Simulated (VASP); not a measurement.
# TiTe2 (P-3m1) in VASP: notebook

TiTe2 is run at these levels: PBE+D3(BJ), BLYP+D3(BJ); tasks: relaxation of shape and atoms at fixed volume.

Program: VASP 6.6.1. These are calculated values, not measurements. Logs are shortened: lines on timing, memory, paths and dates and some standing lists are left out, and cuts for length are marked.

## (1) The cell of the first run

Symmetry: P-3m1, No. 164, trigonal system. The conventional cell has a = 3.728 Å, b = 3.728 Å, c = 6.396 Å, α = 90.00°, β = 90.00°, γ = 120.00°. Within 3.8 Å of Ti (site symmetry -3m) lie 6 Te at 2.77 Å and 6 Ti at 3.73 Å. Te (site symmetry 3m) has 3 Ti at 2.77 Å and 9 Te at 3.63 to 3.73 Å within 3.8 Å.

## (2) Relaxation of shape and atoms at fixed volume, PBE+D3(BJ) (25.66 Å³/atom)

INCAR reads:

```
SYSTEM = TiTe2
PREC = Accurate ; ENCUT = 600
EDIFF = 1E-7 ; ISMEAR = 0
SIGMA = 0.05 ; LREAL = .False.
LASPH = .True. ; NELM = 100
ALGO = Normal ; ISIF = 4
LWAVE = .False. ; LCHARG = .False.
GGA = PE ; IVDW = 12
IBRION = 2 ; NSW = 60
EDIFFG = -0.01
```

KPOINTS reads:

```
regular mesh
0
Gamma
  8 8 4
  0 0 0
```

POSCAR reads:

```
TiTe2
1.0
    3.7279235695      0.0000000000      0.0000000000
   -1.8639617848      3.2284765146      0.0000000000
    0.0000000000      0.0000000000      6.3960064210
Ti Te
1 2
Direct
    0.0000000000      0.0000000000      0.0000000000
    0.3333333333      0.6666666667      0.2716393570
    0.6666666667      0.3333333333      0.7283606430
```

Potentials or basis: VASP PAW PBE potentials, release 64 (Ti_sv, Te).

Run with:

```sh
$ cat potpaw_PBE.64/Ti_sv/POTCAR potpaw_PBE.64/Te/POTCAR > POTCAR
$ mpirun -np 1 vasp_std > vasp.out
```

OUTCAR:

```text
SYSTEM = TiTe2
   PREC = Accurate
   ENCUT = 600
   EDIFF = 1E-7
   ISMEAR = 0
   LREAL = .False.
   LASPH = .True.
   NELM = 100
   ISIF = 4
   GGA = PE
   IVDW = 12
   IBRION = 2
   NSW = 60
   EDIFFG = -0.01
 IVDW          = 12

 ion  position               nearest neighbor table
   1  0.000  0.000  0.000-   2 2.77   3 2.77   3 2.77   2 2.77   3 2.77   2 2.77
   2  0.333  0.667  0.272-   1 2.77   1 2.77   1 2.77   3 3.63   3 3.63   3 3.63
   3  0.667  0.333  0.728-   1 2.77   1 2.77   1 2.77   2 3.63   2 3.63   2 3.63

  LATTYP: Found a hexagonal cell.
 ALAT       =     3.7279235695
 C/A-ratio  =     1.7157021333

  Lattice vectors:

 A1 = (   3.7279235695,   0.0000000000,   0.0000000000)
 A2 = (  -1.8639617848,   3.2284765146,   0.0000000000)
 A3 = (   0.0000000000,   0.0000000000,   6.3960064210)

Analysis of symmetry for initial positions (statically):
=====================================================================
 Subroutine PRICEL returns:
 Original cell was already a primitive cell.

 Routine SETGRP: Setting up the symmetry group for a
 hexagonal supercell.

 Subroutine GETGRP returns: Found 12 space group operations
 (whereof 12 operations were pure point group operations)
 out of a pool of 24 trial point group operations.

The static configuration has the point symmetry D_3d.

Analysis of symmetry for dynamics (positions and initial velocities):
=====================================================================
 Subroutine PRICEL returns:
 Original cell was already a primitive cell.

 Routine SETGRP: Setting up the symmetry group for a
 hexagonal supercell.

 Subroutine GETGRP returns: Found 12 space group operations
 (whereof 12 operations were pure point group operations)
 out of a pool of 24 trial point group operations.

The dynamic configuration has the point symmetry D_3d.

 Subroutine INISYM returns: Found 12 space group operations
 (whereof 12 operations are pure point group operations),
 and found     1 'primitive' translations

----------------------------------------------------------------------------------------

                                     Primitive cell

  volume of cell :      76.9792

  direct lattice vectors                    reciprocal lattice vectors
     3.727923570  0.000000000  0.000000000     0.268245843  0.154871810  0.000000000
    -1.863961785  3.228476515  0.000000000     0.000000000  0.309743619  0.000000000
     0.000000000  0.000000000  6.396006421     0.000000000  0.000000000  0.156347560

  length of vectors
     3.727923570  3.727923570  6.396006421     0.309743619  0.309743619  0.156347560

  position of ions in fractional coordinates (direct lattice)
     0.000000000  0.000000000  0.000000000
     0.333333333  0.666666667  0.271639357
     0.666666667  0.333333333  0.728360643

  ion indices of the primitive-cell ions
   primitive index   ion index
                 1           1
                 2           2
                 3           3

----------------------------------------------------------------------------------------

 KPOINTS: regular mesh

Automatic generation of k-mesh.
 Grid dimensions read from file:
 generate k-points for:    8    8    4

 Generating k-lattice:

  Cartesian coordinates                     Fractional coordinates (reciprocal lattice)
     0.033530730  0.019358976  0.000000000     0.125000000  0.000000000  0.000000000
     0.000000000  0.038717952  0.000000000     0.000000000  0.125000000  0.000000000
     0.000000000  0.000000000  0.039086890     0.000000000  0.000000000  0.250000000

  Length of vectors
     0.038717952  0.038717952  0.039086890

  Shift w.r.t. Gamma in fractional coordinates (k-lattice)
     0.000000000  0.000000000  0.000000000

 Subroutine IBZKPT returns following result:
 ===========================================

 Found     35 irreducible k-points:

 Following reciprocal coordinates:
            Coordinates               Weight
  0.000000  0.000000  0.000000      1.000000
  0.125000  0.000000  0.000000      6.000000
  0.250000  0.000000  0.000000      6.000000
  0.375000  0.000000  0.000000      6.000000
  0.500000  0.000000  0.000000      3.000000
  0.125000  0.125000  0.000000      6.000000
[... 16 lines left out ...]
 -0.125000  0.500000  0.250000     12.000000
  0.250000  0.250000  0.250000     12.000000
 [... further k-points ...]
   k-points           NKPTS =     35   k-points in BZ     NKDIM =     35   number of bands    NBANDS=     16
   number of dos      NEDOS =    301   number of ions     NIONS =      3
   total plane-waves  NPLWV =  48600
   dimension x,y,z NGX =    30 NGY =   30 NGZ =   54
   dimension x,y,z NGXF=    60 NGYF=   60 NGZF=  108
   ions per type =               1   2
   NGX,Y,Z   is equivalent  to a cutoff of  13.38, 13.38, 14.04 a.u.
   NGXF,Y,Z  is equivalent  to a cutoff of  26.76, 26.76, 28.07 a.u.
 SYSTEM =  TiTe2
   PREC   = accura    normal or accurate (medium, high low for compatibility)
   ISTART =      0    job   : 0-new  1-cont  2-samecut
   ICHARG =      2    charge: 1-file 2-atom 10-const
   ISPIN  =      1    spin polarized calculation?
   LNONCOLLINEAR =      F non collinear calculations
   LSORBIT =      F    spin-orbit coupling
   LASPH  =      T    aspherical Exc in radial PAW
   ENCUT  =  600.0 eV  44.10 Ry    6.64 a.u.   7.45  7.45 12.77*2*pi/ulx,y,z
   NELM   =    100;   NELMIN=  2; NELMDL= -5     # of ELM steps
   EDIFF  = 0.1E-06   stopping-criterion for ELM
   LREAL  =      F    real-space projection
   EDIFFG = -.1E-01   stopping-criterion for IOM
   NSW    =     60    number of steps for IOM
   IBRION =      2    ionic relax: 0-MD 1-quasi-New 2-CG
   NFREE  =      1    steps in history (QN), initial steepest desc. (CG)
   ISIF   =      4    stress and relaxation
   ISYM   =      2    0-nonsym 1-usesym 2-fastsym
   POTIM  = 0.5000    time-step for ionic-motion
   TEBEG  =    0.0;   TEEND  =   0.0 temperature during run
   PSTRESS=    0.0 pullay stress
   NELECT =      24.0000    total number of electrons
   NUPDOWN=      -1.0000    fix difference up-down
   EMIN   =  10.00;   EMAX   =-10.00  energy-range for DOS
   EFERMI =   0.00;   METHOD = LEGACY
   ISMEAR =     0;   SIGMA  =   0.05  broadening in eV -4-tet -1-fermi 0-gaus
   EFERMI_NEDOS =   21; number of points for ismear=-14 and -15
   IALGO  =     38    algorithm
   IMIX   =      4    mixing-type and parameters
     AMIX     =   0.40;   BMIX     =  1.00
     AMIX_MAG =   1.60;   BMIX_MAG =  1.00
  volume/ion in A,a.u.               =      25.66       173.16
  Fermi-wavevector in a.u.,A,eV,Ry     =   1.110079  2.097746 16.766139  1.232276
  Thomas-Fermi vector in A             =   2.246627
   LORBIT       =      0    0 simple, 1 ext, 2 COOP (PROOUT), +10 PAW based schemes
   GGA     = PE    functional components
   LHFCALC =     F    Hartree Fock is set to
   AEXX    =    0.0000 exact exchange contribution
   IVDW    =    12    specifies the selected vdW correction
   LEPSILON=     F    determine dielectric tensor
   LRPA    =     F    only Hartree local field effects (RPA)
 conjugate gradient relaxation of ions
 non-spin polarized calculation
 Gauss-broadening in eV      SIGMA  =   0.05
  energy-cutoff  :      600.00
  volume of cell :       76.98
 maximum number of plane-waves:      2599
 NGX is ok and might be reduce to    30
   NGX = 15   NGY = 15   NGZ = 25

--------------------------------------- Ionic step        1  -------------------------------------------

 number of electron      24.0000003 magnetization

 Free energy of the ion-electron system (eV)
  ---------------------------------------------------
  ext. energy  EPLUGINS =         0.00000000
  ---------------------------------------------------
  free energy    TOTEN  =       -16.17456809 eV

  energy without entropy =      -16.17279362  energy(sigma->0) =      -16.17368086

------------------------ aborting loop because EDIFF is reached ----------------------------------------

 Edisp (eV)   -1.53865

 E8    (eV) :    -0.7130

  FORCE on cell =-STRESS in cart. coord.  units (eV):
  Direction    XX          YY          ZZ          XY          YZ          ZX
  --------------------------------------------------------------------------------------
  -------------------------------------------------------------------------------------
  Total      -0.62036    -0.62036    -0.72510     0.00000     0.00000     0.00000
  in kB     -12.91154   -12.91154   -15.09149     0.00000     0.00000     0.00000
  external pressure =      -13.64 kB  Pullay stress =        0.00 kB

 VOLUME and BASIS-vectors are now :
 -----------------------------------------------------------------------------
  energy-cutoff  :      600.00
  volume of cell :       76.98
      direct lattice vectors                 reciprocal lattice vectors
     3.727923570  0.000000000  0.000000000     0.268245843  0.154871810  0.000000000
    -1.863961785  3.228476515  0.000000000     0.000000000  0.309743619  0.000000000
     0.000000000  0.000000000  6.396006421     0.000000000  0.000000000  0.156347560
[... 165 lines left out ...]
 POSITION                                       TOTAL-FORCE (eV/Angst)
 -----------------------------------------------------------------------------------
     -1.86455      3.22950      0.00000         0.000000      0.000000      0.000000
     -0.00000      2.15300      1.72151         0.000000     -0.000000     -0.005857
      1.86455      1.07650      4.67044        -0.000000      0.000000      0.005857
 -----------------------------------------------------------------------------------
    total drift:                               -0.000000     -0.000000     -0.000000

  FREE ENERGIE OF THE ION-ELECTRON SYSTEM (eV)
  ---------------------------------------------------
  free  energy   TOTEN  =       -17.7156373399 eV

  energy  without entropy=      -17.7137333846  energy(sigma->0) =      -17.71468536

--------------------------------------- Ionic step        6  -------------------------------------------

 number of electron      24.0000003 magnetization

 Free energy of the ion-electron system (eV)
  ---------------------------------------------------
  ext. energy  EPLUGINS =         0.00000000
  ---------------------------------------------------
  free energy    TOTEN  =       -16.17723507 eV

  energy without entropy =      -16.17535729  energy(sigma->0) =      -16.17629618

 E-fermi :   7.3344     XC(G=0): -10.0775

 val. band max:        7.3302805280   @ k =   0.5000   0.0000   0.0000
 cond. band min:       7.3344314783   @ k =   0.1250   0.0000   0.0000
 fundamental gap:      0.0041509503
 Fermi energy:         7.3343850683

 k-point     1 :       0.0000    0.0000    0.0000
  band No.  band energies     occupation
      1     -50.0662      2.00000
      2     -26.3264      2.00000
      3     -26.3264      2.00000
      4     -26.2966      2.00000
      5      -5.2922      2.00000
      6      -3.6395      2.00000
[... 8 lines left out ...]
     15       8.5522      0.00000
     16      10.4168      0.00000
[... 419 lines left out ...]
 k-point    24 :       0.2500    0.2500    0.2500
  band No.  band energies     occupation
      1     -50.0625      2.00000
      2     -26.3656      2.00000
      3     -26.3469      2.00000
      4     -26.2852      2.00000
      5      -3.4930      2.00000
      6      -3.0763      2.00000
[... 8 lines left out ...]
     15       8.7696      0.00000
     16       9.4641      0.00000

 [... further k-points ...]

------------------------ aborting loop because EDIFF is reached ----------------------------------------

 Edisp (eV)   -1.53848

 E8    (eV) :    -0.7130

  FORCE on cell =-STRESS in cart. coord.  units (eV):
  Direction    XX          YY          ZZ          XY          YZ          ZX
  --------------------------------------------------------------------------------------
  -------------------------------------------------------------------------------------
  Total      -0.40531    -0.40531    -0.36963     0.00000    -0.00000    -0.00000
  in kB      -8.43567    -8.43567    -7.69324     0.00000    -0.00000    -0.00000
  external pressure =       -8.19 kB  Pullay stress =        0.00 kB

 VOLUME and BASIS-vectors are now :
 -----------------------------------------------------------------------------
  energy-cutoff  :      600.00
  volume of cell :       76.98
      direct lattice vectors                 reciprocal lattice vectors
     3.726867951  0.000000000 -0.000000000     0.268321822  0.154915676 -0.000000000
    -1.863433975  3.227562322  0.000000000    -0.000000000  0.309831353 -0.000000000
    -0.000000000  0.000000000  6.399630216     0.000000000 -0.000000000  0.156259028

 POSITION                                       TOTAL-FORCE (eV/Angst)
 -----------------------------------------------------------------------------------
      0.00000      0.00000      0.00000         0.000000     -0.000000      0.000000
     -0.00000      2.15171      1.72265         0.000000     -0.000000     -0.002857
      1.86343      1.07585      4.67698        -0.000000      0.000000      0.002857
 -----------------------------------------------------------------------------------
    total drift:                               -0.000000     -0.000000      0.000000

  FREE ENERGIE OF THE ION-ELECTRON SYSTEM (eV)
  ---------------------------------------------------
  free  energy   TOTEN  =       -17.7157145654 eV

  energy  without entropy=      -17.7138367824  energy(sigma->0) =      -17.71477567

 reached required accuracy - stopping structural energy minimisation
```

It took 2.8 min on 1 thread of Intel Xeon Platinum 8259CL at 2.50GHz (Skylake/Cascade Lake), shared host; peak memory 0.25 GiB.

Results:

```yaml
Free_energy: -17.7157 eV
Energy_gained_by_relaxing: 0.8 meV/atom
Ionic_steps: 6
Pressure_after_relaxing: -0.8 GPa
Band_gap_on_the_k_mesh: zero (bands 12 and 13 overlap by 0.77 eV)
Dispersion_energy_per_atom: -0.513 eV
```

Forces on the atoms (eV/Å):
```
Ti   0.000  0.000  0.000
Te   0.000  0.000 -0.003
Te   0.000  0.000  0.003
```

The path:
```csv
step,energy change (eV),largest force (eV/Å),pressure (GPa),volume (Å³)
1,0.0000,0.1552,-1.36,76.98
2,-0.0018,0.0758,-1.09,76.98
3,-0.0023,0.0151,-0.89,76.98
4,-0.0023,0.0094,-0.88,76.98
5,-0.0024,0.0059,-0.84,76.98
6,-0.0025,0.0029,-0.82,76.98
```

Final structure:
```
Ti Te
1.0
     3.72687    0.00000    0.00000
    -1.86343    3.22756    0.00000
     0.00000    0.00000    6.39963
Ti Te
1 2
Direct
  0.00000 0.00000 0.00000
  0.33333 0.66667 0.26918
  0.66667 0.33333 0.73082
```

Caveat: spin-orbit coupling is left out, which moves the levels of the heavy elements.

## (3) Relaxation of shape and atoms at fixed volume, BLYP+D3(BJ) (25.99 Å³/atom)

This run uses another cell than the first one, of 25.99 Å³/atom.

INCAR reads:

```
PREC = Accurate
ENCUT = 600
EDIFF = 1E-6
ISMEAR = 0
SIGMA = 0.05
LREAL = False
LASPH = True
NELM = 60
ALGO = Normal
ISIF = 4
LWAVE = False
LCHARG = False
GGA = B5
ALDAX = 1.0
AGGAX = 1.0
AGGAC = 1.0
ALDAC = 0.0
IVDW = 12
VDW_S6 = 1.0
VDW_S8 = 2.6996
VDW_A1 = 0.4298
VDW_A2 = 4.2359
IBRION = 2
NSW = 60
EDIFFG = -0.01
```

KPOINTS reads:

```
Automatic mesh
0
Gamma
  8 8 4
```

POSCAR reads:

```
TiTe2
1.0
    3.7728011906      0.0000000000      0.0000000000
   -1.8864005953      3.2673416745      0.0000000000
    0.0000000000      0.0000000000      6.3239340972
Ti Te
1 2
Direct
    0.0000000000      0.0000000000      0.0000000000
    0.3333333333      0.6666666667      0.2705878949
    0.6666666667      0.3333333333      0.7294121051
```

Potentials or basis: VASP PAW PBE potentials, release 64 (Ti_sv, Te).

Run with:

```sh
$ cat potpaw_PBE.64/Ti_sv/POTCAR potpaw_PBE.64/Te/POTCAR > POTCAR
$ mpirun -np 1 vasp_std > vasp.out
```

It took 4 min on 1 thread of Intel Xeon Platinum 8259CL at 2.50GHz (Skylake/Cascade Lake), shared host; peak memory 0.26 GiB.

It converged, with:

- Free energy: -17.3628 eV
- Energy gained by relaxing: 0.4 meV/atom
- Ionic steps: 6
- Pressure after relaxing: -0.8 GPa
- Band gap on the k mesh: zero (bands 12 and 13 overlap by 0.61 eV)
- Dispersion energy per atom: -1.191 eV

Step by step:
| step | energy change (eV) | largest force (eV/Å) | pressure (GPa) | volume (Å³) |
| --- | --- | --- | --- | --- |
| 1 | 0.0000 | 0.1195 | -1.17 | 77.96 |
| 2 | -0.0010 | 0.0528 | -0.97 | 77.96 |
| 3 | -0.0012 | 0.0100 | -0.84 | 77.96 |
| 4 | -0.0012 | 0.0059 | -0.83 | 77.96 |
| 5 | -0.0013 | 0.0036 | -0.82 | 77.96 |
| 6 | -0.0013 | 0.0002 | -0.79 | 77.96 |

Final structure:
```
Ti Te
1.0
     3.77027    0.00000    0.00000
    -1.88514    3.26515    0.00000
     0.00000    0.00000    6.33242
Ti Te
1 2
Direct
  0.00000 0.00000 0.00000
  0.33333 0.66667 0.26876
  0.66667 0.33333 0.73124
```

Levels at points of the mesh, in eV from the Fermi level:
```
           k point  band 10  band 11  band 12  band 13  band 14  band 15
(0.00, 0.00, 0.00)     0.38     0.38     0.38     0.82     1.05     1.05
(0.50, 0.00, 0.00)    -2.38    -1.78    -1.24     0.05     1.10     1.46
(0.00, 0.00, 0.50)    -1.65     0.36     0.36     0.63     0.63     1.10
(0.50, 0.00, 0.50)    -2.13    -0.81    -0.56    -0.23     1.10     1.43
```

Caveat: the PAW data sets were made with another functional, which shifts forces and pressure a little; spin-orbit coupling is left out, which moves the levels of the heavy elements.
